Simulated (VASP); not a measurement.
# WS2 in VASP: notebook

The runs below take WS2 through single point, relaxation of the atoms, with PBEsol.

Everything below comes from runs of VASP 6.6.1. Logs are shortened: lines on timing, memory, paths and dates and some standing lists are left out, and cuts for length are marked.

## Step 1: The cell of the first run

The cell holds a slab with vacuum, 3 atoms: a = 3.193 Å, b = 3.193 Å, c = 16.800 Å, α = 90.00°, β = 90.00°, γ = 120.00°.

## Step 2: Single point, PBEsol (biaxial strain in the a-b plane: +1.5 %, then relaxed in part)

File INCAR:

```
PREC = Accurate ; ENCUT = 520
EDIFF = 1E-6 ; ISMEAR = 0
SIGMA = 0.02 ; LREAL = F
LASPH = T ; NELM = 60
ALGO = Normal ; ISIF = 2
LWAVE = F ; LCHARG = F
GGA = PS ; NBANDS = 20
```

File KPOINTS:

```
regular mesh
0
Gamma
  12 12 2
```

File POSCAR:

```
WS2
1.0
    3.1929628636      0.0000000000      0.0000000000
   -1.5964814318      2.7651869532      0.0000000000
    0.0000000000      0.0000000000     16.8002736437
W S
1 2
Direct
    0.3333333333      0.6666666667      0.0000000000
    0.6666666667      0.3333333333      0.9077465304
    0.6666666667      0.3333333333      0.0922534696
```

Potentials or basis: VASP PAW PBE potentials, release 64 (W_sv, S).

The run is started by

```console
$ cat potpaw_PBE.64/W_sv/POTCAR potpaw_PBE.64/S/POTCAR > POTCAR
$ mpirun -np 1 vasp_std > vasp.out
```

OUTCAR:

```text
PREC = Accurate
   ENCUT = 520
   EDIFF = 1E-6
   ISMEAR = 0
   LREAL = F
   LASPH = T
   NELM = 60
   ISIF = 2
   GGA = PS

 ion  position               nearest neighbor table
   1  0.333  0.667  0.000-   2 2.41   3 2.41   2 2.41   3 2.41   2 2.41   3 2.41
   2  0.667  0.333  0.908-   1 2.41   1 2.41   1 2.41
   3  0.667  0.333  0.092-   1 2.41   1 2.41   1 2.41

  LATTYP: Found a hexagonal cell.
 ALAT       =     3.1929628636
 C/A-ratio  =     5.2616564493

  Lattice vectors:

 A1 = (   3.1929628636,   0.0000000000,   0.0000000000)
 A2 = (  -1.5964814318,   2.7651869532,   0.0000000000)
 A3 = (   0.0000000000,   0.0000000000,  16.8002736437)

Analysis of symmetry for initial positions (statically):
=====================================================================
 Subroutine PRICEL returns:
 Original cell was already a primitive cell.

 Routine SETGRP: Setting up the symmetry group for a
 hexagonal supercell.

 Subroutine GETGRP returns: Found 12 space group operations
 (whereof 12 operations were pure point group operations)
 out of a pool of 24 trial point group operations.

The static configuration has the point symmetry D_3h.

Analysis of symmetry for dynamics (positions and initial velocities):
=====================================================================
 Subroutine PRICEL returns:
 Original cell was already a primitive cell.

 Routine SETGRP: Setting up the symmetry group for a
 hexagonal supercell.

 Subroutine GETGRP returns: Found 12 space group operations
 (whereof 12 operations were pure point group operations)
 out of a pool of 24 trial point group operations.

The dynamic configuration has the point symmetry D_3h.

 Subroutine INISYM returns: Found 12 space group operations
 (whereof 12 operations are pure point group operations),
 and found     1 'primitive' translations

----------------------------------------------------------------------------------------

                                     Primitive cell

  volume of cell :     148.3320

  direct lattice vectors                    reciprocal lattice vectors
     3.192962864  0.000000000  0.000000000     0.313188735  0.180819600  0.000000000
    -1.596481432  2.765186953  0.000000000     0.000000000  0.361639201  0.000000000
     0.000000000  0.000000000 16.800273644     0.000000000  0.000000000  0.059522840

  length of vectors
     3.192962864  3.192962864 16.800273644     0.361639201  0.361639201  0.059522840

  position of ions in fractional coordinates (direct lattice)
     0.333333333  0.666666667  0.000000000
     0.666666667  0.333333333  0.907746530
     0.666666667  0.333333333  0.092253470

  ion indices of the primitive-cell ions
   primitive index   ion index
                 1           1
                 2           2
                 3           3

----------------------------------------------------------------------------------------

 KPOINTS: regular mesh

Automatic generation of k-mesh.
 Grid dimensions read from file:
 generate k-points for:   12   12    2

 Generating k-lattice:

  Cartesian coordinates                     Fractional coordinates (reciprocal lattice)
     0.026099061  0.015068300  0.000000000     0.083333333  0.000000000  0.000000000
     0.000000000  0.030136600  0.000000000     0.000000000  0.083333333  0.000000000
     0.000000000  0.000000000  0.029761420     0.000000000  0.000000000  0.500000000

  Length of vectors
     0.030136600  0.030136600  0.029761420

  Shift w.r.t. Gamma in fractional coordinates (k-lattice)
     0.000000000  0.000000000  0.000000000

 Subroutine IBZKPT returns following result:
 ===========================================

 Found     38 irreducible k-points:

 Following reciprocal coordinates:
            Coordinates               Weight
  0.000000  0.000000  0.000000      1.000000
  0.083333  0.000000  0.000000      6.000000
  0.166667  0.000000  0.000000      6.000000
  0.250000  0.000000  0.000000      6.000000
  0.333333  0.000000  0.000000      6.000000
  0.416667  0.000000  0.000000      6.000000
[... 16 lines left out ...]
  0.250000  0.000000  0.500000      6.000000
  0.333333  0.000000  0.500000      6.000000
 [... further k-points ...]
   k-points           NKPTS =     38   k-points in BZ     NKDIM =     38   number of bands    NBANDS=     20
   number of dos      NEDOS =    301   number of ions     NIONS =      3
   total plane-waves  NPLWV =  72576
   dimension x,y,z NGX =    24 NGY =   24 NGZ =  126
   dimension x,y,z NGXF=    48 NGYF=   48 NGZF=  252
   ions per type =               1   2
   NGX,Y,Z   is equivalent  to a cutoff of  12.50, 12.50, 12.47 a.u.
   NGXF,Y,Z  is equivalent  to a cutoff of  24.99, 24.99, 24.94 a.u.
 SYSTEM =  unknown system
   PREC   = accura    normal or accurate (medium, high low for compatibility)
   ISTART =      0    job   : 0-new  1-cont  2-samecut
   ICHARG =      2    charge: 1-file 2-atom 10-const
   ISPIN  =      1    spin polarized calculation?
[... 42 lines left out ...]
   NGX = 11   NGY = 11   NGZ = 63

 number of electron      26.0000001 magnetization

 Free energy of the ion-electron system (eV)
  ---------------------------------------------------
  ext. energy  EPLUGINS =         0.00000000
  ---------------------------------------------------
  free energy    TOTEN  =       -25.22841208 eV

  energy without entropy =      -25.22841208  energy(sigma->0) =      -25.22841208

 E-fermi :  -1.1186     XC(G=0):  -4.5737

 val. band max:       -1.2176988830   @ k =   0.0000   0.0000   0.0000
 cond. band min:       0.4436592458   @ k =   0.3333   0.3333   0.5000
 fundamental gap:      1.6613581288
 Fermi energy:        -1.1186136896

 k-point     1 :       0.0000    0.0000    0.0000
  band No.  band energies     occupation
      1     -75.2344      2.00000
      2     -39.4758      2.00000
      3     -39.3353      2.00000
      4     -39.3353      2.00000
      5     -16.0274      2.00000
      6     -14.3138      2.00000
[... 12 lines left out ...]
     19       4.2912      0.00000
     20       4.3566      0.00000

 k-point     2 :       0.0833    0.0000    0.0000
  band No.  band energies     occupation
      1     -75.2334      2.00000
      2     -39.4718      2.00000
      3     -39.3576      2.00000
      4     -39.3404      2.00000
      5     -15.9129      2.00000
      6     -14.2738      2.00000
[... 12 lines left out ...]
     19       4.4920      0.00000
     20       4.6191      0.00000

 k-point     3 :       0.1667    0.0000    0.0000
  band No.  band energies     occupation
      1     -75.2304      2.00000
      2     -39.4608      2.00000
      3     -39.4184      2.00000
      4     -39.3546      2.00000
      5     -15.5869      2.00000
      6     -14.1603      2.00000
[... 12 lines left out ...]
     19       4.8809      0.00000
     20       5.5376      0.00000

 k-point     4 :       0.2500    0.0000    0.0000
  band No.  band energies     occupation
      1     -75.2264      2.00000
      2     -39.5003      2.00000
      3     -39.4457      2.00000
      4     -39.3739      2.00000
      5     -15.1031      2.00000
      6     -13.9938      2.00000
[... 12 lines left out ...]
     19       5.4702      0.00000
     20       6.1067      0.00000

 k-point     5 :       0.3333    0.0000    0.0000
  band No.  band energies     occupation
      1     -75.2224      2.00000
      2     -39.5810      2.00000
      3     -39.4306      2.00000
      4     -39.3931      2.00000
      5     -14.5571      2.00000
      6     -13.8111      2.00000
[... 12 lines left out ...]
     19       6.0650      0.00000
     20       6.0665      0.00000
[... 353 lines left out ...]
      6     -14.2738      2.00000
[... 12 lines left out ...]
     19       4.2442      0.00000
     20       4.8164      0.00000

 k-point    22 :       0.1667    0.0000    0.5000
  band No.  band energies     occupation
      1     -75.2304      2.00000
      2     -39.4608      2.00000
      3     -39.4184      2.00000
      4     -39.3546      2.00000
      5     -15.5869      2.00000
      6     -14.1603      2.00000
[... 12 lines left out ...]
     19       4.7112      0.00000
     20       5.8111      0.00000

 k-point    23 :       0.2500    0.0000    0.5000
  band No.  band energies     occupation
      1     -75.2264      2.00000
      2     -39.5003      2.00000
      3     -39.4457      2.00000
      4     -39.3739      2.00000
      5     -15.1031      2.00000
      6     -13.9938      2.00000
[... 12 lines left out ...]
     19       5.2715      0.00000
     20       6.4161      0.00000

 k-point    24 :       0.3333    0.0000    0.5000
  band No.  band energies     occupation
      1     -75.2224      2.00000
      2     -39.5811      2.00000
      3     -39.4306      2.00000
      4     -39.3931      2.00000
      5     -14.5571      2.00000
      6     -13.8111      2.00000
[... 12 lines left out ...]
     19       5.9830      0.00000
     20       6.1456      0.00000

 [... further k-points ...]

------------------------ aborting loop because EDIFF is reached ----------------------------------------

  FORCE on cell =-STRESS in cart. coord.  units (eV):
  Direction    XX          YY          ZZ          XY          YZ          ZX
  --------------------------------------------------------------------------------------
  -------------------------------------------------------------------------------------
  Total       -1.4153717     -1.4153717      0.0383863     -0.0000000      0.0000000      0.0000000
  in kB      -15.2878480    -15.2878480      0.4146216     -0.0000000      0.0000000      0.0000000
  external PRESSURE =     -10.0536914 kB  Pullay stress =       0.0000000 kB

 VOLUME and BASIS-vectors are now :
 -----------------------------------------------------------------------------
  energy-cutoff  :      520.00
  volume of cell :      148.33
      direct lattice vectors                 reciprocal lattice vectors
     3.192962864  0.000000000  0.000000000     0.313188735  0.180819600  0.000000000
    -1.596481432  2.765186953  0.000000000     0.000000000  0.361639201  0.000000000
     0.000000000  0.000000000 16.800273644     0.000000000  0.000000000  0.059522840

 POSITION                                       TOTAL-FORCE (eV/Angst)
 -----------------------------------------------------------------------------------
     -0.00000      1.84346      0.00000         0.000000     -0.000000      0.000000
      1.59648      0.92173     15.25039        -0.000000      0.000000     -0.021547
      1.59648      0.92173      1.54988         0.000000      0.000000      0.021547
 -----------------------------------------------------------------------------------
    total drift:                                0.000000     -0.000000     -0.000000

  FREE ENERGIE OF THE ION-ELECTRON SYSTEM (eV)
  ---------------------------------------------------
  free  energy   TOTEN  =       -25.2284120823 eV

  energy  without entropy=      -25.2284120823  energy(sigma->0) =      -25.22841208
```

Run time: 63 s. Hardware: 1 thread of Intel Xeon 6975P-C (Granite Rapids), shared host; peak memory 0.3 GiB.

What came out:

```yaml
Free_energy: -25.2284 eV
Largest_force: 0.022 eV/Å
Band_gap_on_the_k_mesh: 1.66 eV (least direct gap 1.73 eV)
```

Forces on the atoms (eV/Å):
```
W    0.000  0.000  0.000
S    0.000  0.000 -0.022
S    0.000  0.000  0.022
```

Levels at points of the mesh, in eV from the valence-band top:
| k point | band 11 | band 12 | band 13 | band 14 | band 15 | band 16 |
| --- | --- | --- | --- | --- | --- | --- |
| (0.00, 0.00, 0.00) | -1.75 | -1.75 | 0.00 | 2.82 | 2.82 | 3.05 |
| (0.50, 0.00, 0.00) | -2.10 | -1.37 | -0.97 | 2.74 | 3.22 | 4.01 |
| (0.00, 0.00, 0.50) | -1.75 | -1.75 | 0.00 | 2.82 | 2.82 | 3.05 |
| (0.50, 0.00, 0.50) | -2.10 | -1.37 | -0.97 | 2.74 | 3.22 | 4.01 |

Caveat: the cell differs from its parent crystal (biaxial strain in the a-b plane: +1.5 %, then relaxed in part); there is no dipole correction, which matters where the two faces differ; the PAW data sets were made with another functional, which shifts forces and pressure a little; spin-orbit coupling is left out, which moves the levels of the heavy elements.

[end of part 1 of 2]
